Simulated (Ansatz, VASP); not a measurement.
## Li4SiN2: VASP beside Ansatz

```
CELL_PARAMETERS angstrom
5.05542 -1.74260 -0.00231
5.05542 1.74260 -0.00231
-2.63630 0.00000 4.85380
ATOMIC_POSITIONS crystal
Li 0.74595 0.74595 0.36205
Li 0.25765 0.25765 0.64351
Li 0.14010 0.14010 0.94003
Li 0.85059 0.85059 0.06964
Si 0.51204 0.51204 0.41970
N 0.32797 0.32797 0.33784
N 0.67085 0.67085 0.72723
```

Change from the starting cell: the structure that the rattled cell fell into.

Alike in both runs: functional PBE; k mesh 12 × 12 × 8; occupations gaussian, width 0.01 eV; no spin polarisation.

Ansatz relaxed the structure, and its values are those at the end. VASP's run is a single point on that final structure, the one shown.

|  | VASP | Ansatz |
| --- | --- | --- |
| version | VASP 6.6.1 | Ansatz 0.2.0 |
| potentials or method | VASP PAW PBE potentials, release 64 (Li_sv, Si, N), cutoff 520 eV | scalar-relativistic, plane waves, PAW |
| valence electrons in the cell | 26 | 26 |

|  | VASP | Ansatz | Ansatz less VASP |
| --- | --- | --- | --- |
| gap on the k mesh at the Fermi level (eV) | 0.14 | 0.13 | -0.004 |
| least direct gap on the mesh (eV) | 0.43 | 0.43 | -0.005 |
| rms of the force components (eV/Å) | 0.007 | 0.003 | -0.0040 |

Noted on VASP's run: the cutoff is under 1.25 times that of the potentials, so the pressure is a little rough.
